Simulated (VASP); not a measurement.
The system is SnSe.

```xyz
8
Lattice="11.4200 0.0000 0.0000 0.0000 4.1900 0.0000 0.0000 0.0000 4.4600" Properties=species:S:1:pos:R:3 pbc="T T T"
Sn   10.0153    3.1425    4.0541
Sn    7.1147    1.0475    1.8241
Sn    4.3053    3.1425    2.6359
Sn    1.4047    1.0475    0.4059
Se    7.3431    3.1425    4.3886
Se    9.7869    1.0475    2.1586
Se    1.6331    3.1425    2.3014
Se    4.0769    1.0475    0.0714
```

```yaml
Program: VASP 6.6.1
Task: relaxation of cell and atoms
Functional: PBE
Dispersion: D4
Potentials_or_basis: VASP PAW PBE potentials, release 64 (Sn_d, Se)
Cutoff: 500 eV
k_mesh: 3 × 6 × 6
Occupations: fermi-dirac, width 0.05 eV
Spin: no spin polarisation
```

At the start: pressure 1.7 GPa; volume 26.68 Å³/atom.

Q: Where does the relaxation end?

A: Over 37 steps the energy falls by 27.0 meV/atom and the volume is 27.89 Å³/atom (+4.6 %); space group Pnma (No. 62, to 0.1 Å) before and after.

Step by step:
| step | energy change (eV) | largest force (eV/Å) | pressure (GPa) | volume (Å³) |
| --- | --- | --- | --- | --- |
| 1 | 0.0000 | 0.2526 | 1.70 | 213.41 |
| 2 | -0.1556 | 0.5097 | 1.62 | 222.22 |
| 3 | -0.1623 | 0.4300 | 0.04 | 224.34 |
| 4 | -0.1629 | 0.4480 | 0.39 | 223.87 |
| 5 | -0.1387 | 0.1847 | -2.70 | 229.43 |
| 6 | -0.1712 | 0.3164 | -0.95 | 225.50 |
| 7 | -0.2024 | 0.1324 | -0.35 | 224.02 |
| 8 | -0.2072 | 0.0260 | 0.02 | 223.16 |
| 9 | -0.2072 | 0.0302 | 0.00 | 223.21 |
| 10 | -0.2077 | 0.0275 | 0.00 | 223.20 |
| 11 | -0.2087 | 0.0231 | 0.00 | 223.18 |
| 12 | -0.2087 | 0.0394 | 0.00 | 223.13 |
| 13 | -0.2090 | 0.0303 | 0.00 | 223.16 |
| 14 | -0.2094 | 0.0252 | 0.00 | 223.14 |
| 15 | -0.2098 | 0.0304 | 0.00 | 223.11 |
| 16 | -0.2094 | 0.0541 | 0.01 | 223.06 |
| 17 | -0.2098 | 0.0362 | 0.01 | 223.10 |
| 18 | -0.2103 | 0.0326 | -0.01 | 223.12 |
| 19 | -0.2113 | 0.0277 | -0.06 | 223.18 |
| 20 | -0.2122 | 0.0432 | -0.15 | 223.30 |
| 21 | -0.2125 | 0.0447 | -0.06 | 223.14 |
| 22 | -0.2127 | 0.0475 | 0.08 | 222.89 |
| 23 | -0.2125 | 0.0553 | 0.39 | 222.39 |
| 24 | -0.2128 | 0.0493 | 0.15 | 222.77 |
| 25 | -0.2132 | 0.0410 | 0.14 | 222.79 |
| 26 | -0.2141 | 0.0341 | 0.08 | 222.84 |
| 27 | -0.2144 | 0.0426 | -0.01 | 222.94 |
| 28 | -0.2145 | 0.0381 | 0.02 | 222.90 |
| 29 | -0.2147 | 0.0346 | -0.01 | 222.98 |
| 30 | -0.2152 | 0.0245 | -0.11 | 223.20 |
| 31 | -0.2152 | 0.0109 | -0.30 | 223.64 |
| 32 | -0.2153 | 0.0133 | -0.22 | 223.45 |
| 33 | -0.2154 | 0.0115 | -0.20 | 223.42 |
| 34 | -0.2156 | 0.0074 | -0.13 | 223.32 |
| 35 | -0.2158 | 0.0099 | 0.01 | 223.12 |
| 36 | -0.2158 | 0.0093 | 0.01 | 223.12 |
| 37 | -0.2159 | 0.0075 | 0.01 | 223.12 |

Final structure:
```
Sn Se
1.0
    11.75596    0.00000    0.00000
     0.00000    4.19927    0.00000
     0.00000    0.00000    4.51971
Sn Se
4 4
Direct
  0.87589 0.75000 0.88481
  0.62411 0.25000 0.38481
  0.37589 0.75000 0.61519
  0.12411 0.25000 0.11519
  0.64306 0.75000 0.97381
  0.85694 0.25000 0.47381
  0.14306 0.75000 0.52619
  0.35694 0.25000 0.02619
```
